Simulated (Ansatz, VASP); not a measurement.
BaS: VASP beside Ansatz

```
Ba S
1.0
     0.00000    3.19375    3.19375
     3.19375    0.00000    3.19375
     3.19375    3.19375    0.00000
Ba S
1 1
Cartesian
  0.1138 -0.3275 0.1429
  3.1938 3.1938 3.1938
```

Change from the starting cell: one atom moved.

Alike in both runs: task single point; functional PBE; k mesh 8 × 8 × 8; occupations gaussian, width 0.02 eV; no spin polarisation.

|  | VASP | Ansatz |
| --- | --- | --- |
| version | VASP 6.6.1 | Ansatz 0.2.0 |
| potentials or method | VASP PAW PBE potentials, release 64 (Ba_sv, S), cutoff 520 eV | scalar-relativistic, plane waves, PAW |
| valence electrons in the cell | 16 | 16 |

|  | VASP | Ansatz | Ansatz less VASP |
| --- | --- | --- | --- |
| gap on the k mesh at the Fermi level (eV) | 2.42 | 2.48 | +0.058 |
| least direct gap on the mesh (eV) | 2.44 | 2.50 | +0.057 |
| pressure (GPa) | 3.0 | 2.3 | -0.68 |
| traceless stress, the component that is largest in VASP (GPa) | 2.91 | 2.65 | -0.255 |
| rms of the force components (eV/Å) | 0.589 | 0.539 | -0.0500 |

Atom by atom the forces differ by 0.050 eV/Å (rms over components).

Neither program's run includes spin-orbit coupling.
